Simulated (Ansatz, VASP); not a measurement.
## SnO in VASP and in Ansatz

```
CELL_PARAMETERS angstrom
2.53290 -2.89764 0.00000
2.53290 2.89764 0.00000
0.00000 0.00000 11.26633
ATOMIC_POSITIONS crystal
Sn 0.00002 0.99998 0.98311
Sn 0.99998 0.00002 0.48311
Sn 0.49985 0.50015 0.27389
Sn 0.50015 0.49985 0.77389
O 0.99998 0.49999 0.37850
O 0.00002 0.50001 0.87850
O 0.50001 0.00002 0.37850
O 0.49999 0.99998 0.87850
```

Change from the starting cell: volume scaled by 1.04, ions relaxed.

Alike in both runs: functional PBE; k mesh 8 × 8 × 3; occupations fermi-dirac, width 0.02 eV; no spin polarisation.

Ansatz relaxed the structure, and its values are those at the end. VASP's run is a single point on that final structure, the one shown.

```csv
,VASP,Ansatz
version,VASP 6.6.1,Ansatz 0.2.0
potentials or method,"VASP PAW PBE potentials, release 64 (Sn_d, O)","plane-wave PAW, scalar-relativistic"
plane-wave cutoff (eV),520,420
valence electrons in the cell,80,80
```

|  | VASP | Ansatz | Ansatz less VASP |
| --- | --- | --- | --- |
| gap on the k mesh at the Fermi level (eV) | 0.96 | 0.96 | -0.003 |
| pressure (GPa) | 0.7 | 0.6 | -0.16 |
| rms of the force components (eV/Å) | 0.036 | 0.004 | -0.0322 |

Ansatz's warnings: stress scf threshold loose.
